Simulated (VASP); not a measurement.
Be: single point with PBE

The system is Be.

```
Be
1.0
     0.00000    2.43264    2.43264
     2.43264    0.00000    2.43264
     2.43264    2.43264    0.00000
Be
2
Direct
  0.00000 0.00000 0.00000
  0.25000 0.25000 0.25000
```

This isn't the form of Be at room conditions, which is hcp.

* Program: VASP 6.6.1
* Task: single point
* Functional: PBE
* Potentials or basis: VASP PAW PBE potentials, release 64 (Be)
* Cutoff: 520 eV
* k mesh: 38 × 38 × 38
* Occupations: fermi-dirac, width 0.0612256 eV
* Spin: no spin polarisation

```yaml
Pressure: 0.9 GPa
Band_gap_on_the_k_mesh: zero (bands 2 and 3 overlap by 6.35 eV)
```

Levels at points of the mesh, in eV from the Fermi level:
```csv
k point,band 1,band 2,band 3,band 4,band 5,band 6
"(0.00, 0.00, 0.00)",-7.38,4.83,4.83,4.83,7.38,7.38
"(0.50, 0.00, 0.00)",-3.69,-3.56,3.07,3.07,8.54,8.54
"(0.50, 0.50, 0.00)",-2.43,-2.43,0.73,0.73,6.27,6.27
```

It took 2.5 min on 1 thread of Intel(R) Xeon(R) 6975P-C (Granite Rapids) (shared host), peak memory 0.4 GiB.
